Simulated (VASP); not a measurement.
A run of VASP 6.6.1 is set up as follows.

Contents of INCAR:

```
SYSTEM = Ni
ALGO = Normal ; EDIFF = 1E-6
ENCUT = 520 ; GGA = PE
ISIF = 2 ; ISMEAR = -1
LASPH = .True. ; LCHARG = .False.
LREAL = .False. ; LWAVE = .False.
NBANDS = 17 ; NELM = 100
PREC = Accurate ; SIGMA = 0.1
```

The input KPOINTS:

```
k-points
0
Gamma
  14 14 7
  0 0 0
```

File POSCAR:

```
Ni
1.0
    0.0000000000      1.8075000000      1.8075000000
    1.8075000000      0.0000000000      1.8075000000
    3.6150000000      3.6150000000      0.0000000000
Ni
2
Direct
    0.0000000000      0.0000000000      0.0000000000
    0.0000000000      0.0000000000      0.5000000000
```

Potentials or basis: VASP PAW PBE potentials, release 64 (Ni).

Launch:

```sh
$ cat potpaw_PBE.64/Ni/POTCAR > POTCAR
$ mpirun -np 1 vasp_std > vasp.out
```

Question: Predict the pressure.

Answer: -13.5 GPa.

Question: Predict the band gap on the k mesh.

Answer: Zero (bands 10 and 11 overlap by 0.70 eV).

Caveat: the cell stands under tension; the run has no spin polarisation, though such a crystal can be magnetic. Spin polarisation is off, so any magnetic state and its effect on volume and gap are missing.
